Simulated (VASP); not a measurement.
Zr2Pb2O3:

```
Zr Pb O
1.0
     3.40000    0.00000    0.00000
    -1.70000    2.94449    0.00000
     0.00000    0.00000   11.70000
Zr Pb O
2 2 3
Direct
  0.66667 0.33333 0.90600
  0.33333 0.66667 0.09400
  0.33333 0.66667 0.37600
  0.66667 0.33333 0.62400
  0.33333 0.66667 0.84600
  0.66667 0.33333 0.15400
  0.00000 0.00000 0.00000
```

| Item | Value |
| --- | --- |
| Program | VASP 6.6.1 |
| Task | relaxation of cell and atoms |
| Functional | PBE |
| Potentials or basis | VASP PAW PBE potentials, release 64 (Zr_sv, Pb_d, O) |
| Cutoff | 600 eV |
| k mesh | 5 × 5 × 2 |
| Occupations | gaussian, width 0.2 eV |
| Spin | no spin polarisation |

At the start: pressure 14.0 GPa; volume 16.73 Å³/atom.

Task: Where does the relaxation end?

Result: Over 20 steps the energy falls by 168.2 meV/atom and the volume is 18.22 Å³/atom (+8.9 %); space group P-3m1 (No. 164, to 0.05 Å).

The path:
```
step  energy change (eV)  largest force (eV/Å)  pressure (GPa)  volume (Å³)
   1              0.0000                2.9042           13.96       117.13
   2             -0.4459                1.0372           -9.94       143.63
   3             -0.8200                1.3050           -2.67       131.91
   4             -1.0397                0.4264           -0.40       130.58
   5             -1.0479                0.3931            0.24       130.26
   6             -1.0710                0.3491           -0.26       130.67
   7             -1.1165                0.2119           -1.70       131.85
   8             -1.0673                0.3380           -4.13       134.14
   9             -1.1237                0.1592           -2.27       132.33
  10             -1.1359                0.1230           -1.90       131.76
  11             -1.1596                0.1202           -0.70       130.07
  12             -1.1200                0.6088            2.15       126.70
  13             -1.1626                0.1282           -0.27       129.49
  14             -1.1629                0.1332           -0.10       129.27
  15             -1.1657                0.1149           -0.11       129.13
  16             -1.1716                0.1272           -0.11       128.70
  17             -1.1722                0.1517           -0.08       127.81
  18             -1.1739                0.1403           -0.11       128.23
  19             -1.1752                0.1180            0.00       128.06
  20             -1.1773                0.0504            0.35       127.55
```

Final structure:
```xyz
7
Lattice="3.5431 0.0000 0.0000 -1.7716 3.0684 0.0000 0.0000 0.0000 11.7322" Properties=species:S:1:pos:R:3 pbc="T T T"
Zr    1.7716    1.0228   10.4070
Zr    0.0000    2.0456    1.3252
Pb    0.0000    2.0456    4.5964
Pb    1.7716    1.0228    7.1358
O     0.0000    2.0456   10.0084
O     1.7716    1.0228    1.7238
O     3.5431    0.0000    0.0000
```

Caveat: the k points lie up to 0.41 Å⁻¹ apart in the final cell; the relaxation stopped at a loose force limit of 0.08 eV/Å, so its end isn't a converged minimum.
